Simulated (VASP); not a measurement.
**Pb: single point with PBEsol**

Pb:

```
Pb
1.0
     3.54825    0.00000    0.00000
    -1.77413    3.07288    0.00000
     0.00000    0.00000    5.69964
Pb
2
Direct
  0.33333 0.66667 0.25000
  0.66667 0.33333 0.75000
```

This isn't the form of Pb at room conditions, which is fcc.

```yaml
Program: VASP 6.6.1
Task: single point
Functional: PBEsol
Potentials_or_basis: VASP PAW PBE potentials, release 64 (Pb_d)
Cutoff: 520 eV
k_mesh: 14 × 14 × 8
Occupations: fermi-dirac, width 0.08 eV
Spin: no spin polarisation
Dipole_correction: no
Further_INCAR_settings: ALGO = Normal; EDIFF = 1e-07; NBANDS = 21
```

```
Pressure               : -1.7 GPa
Band gap on the k mesh : zero (bands 14 and 15 overlap by 6.99 eV)
```

Stress tensor (GPa, compression positive):
```
-2.15  0.00  0.00
 0.00 -2.15  0.00
 0.00  0.00 -0.81
```

Levels at points of the mesh, in eV from the Fermi level:
```
           k point  band 12  band 13  band 14  band 15  band 16  band 17
(0.00, 0.00, 0.00)    -7.93    -4.01     5.29     5.29     7.06     7.06
(0.50, 0.00, 0.00)    -7.11    -2.80    -1.32    -0.44     1.76     1.93
(0.00, 0.00, 0.50)   -10.36     0.93     0.93     6.14     6.14     6.14
(0.50, 0.00, 0.50)    -7.53    -3.55    -3.55     3.30     3.30     3.56
```

It took 100 s on 1 thread of Intel(R) Xeon(R) Platinum 8488C (Sapphire Rapids), with other jobs on the host, peak memory 0.25 GiB.

Caveat: the PAW data sets were made with another functional, which shifts forces and pressure a little; spin-orbit coupling is left out, which moves the levels of the heavy elements.
